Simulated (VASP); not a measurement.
Here is a VASP 6.6.1 calculation.

The input INCAR:

```
  PREC = Accurate
  ENCUT = 520
  EDIFF = 1E-7
  ISMEAR = 0
  SIGMA = 0.1
  LREAL = False
  LASPH = True
  NELM = 150
  ALGO = Normal
  ISIF = 2
  LWAVE = False
  LCHARG = False
  ISPIN = 2
  MAGMOM = 0 1.05 1.05 1.05 1.05 1.05
  LORBIT = 11
  GGA = PE
  NBANDS = 34
```

The input KPOINTS:

```
regular mesh
0
Gamma
  6 6 6
```

POSCAR

```
CdO5
1.0
    0.0000000000      3.1223755987      3.1223755987
    3.1223755987      0.0000000000      3.1223755987
    3.1223755987      3.1223755987      0.0000000000
Cd O
1 5
Direct
    0.0000000000      0.0000000000      0.0000000000
    0.7500000000      0.7500000000      0.7500000000
    0.3766531768      0.3766531768      0.8700404697
    0.3766531768      0.8700404697      0.3766531768
    0.8700404697      0.3766531768      0.3766531768
    0.3766531768      0.3766531768      0.3766531768
```

Potentials or basis: VASP PAW PBE potentials, release 64 (Cd, O).

Launch:

```sh
$ cat potpaw_PBE.64/Cd/POTCAR potpaw_PBE.64/O/POTCAR > POTCAR
$ mpirun -np 1 vasp_std > vasp.out
```

Q: Estimate the net moment.

A: 3.82 μB per cell.

Q: Estimate the site moments.

A: Cd -0.03; O +1.28, +0.52 (each value once) μB.
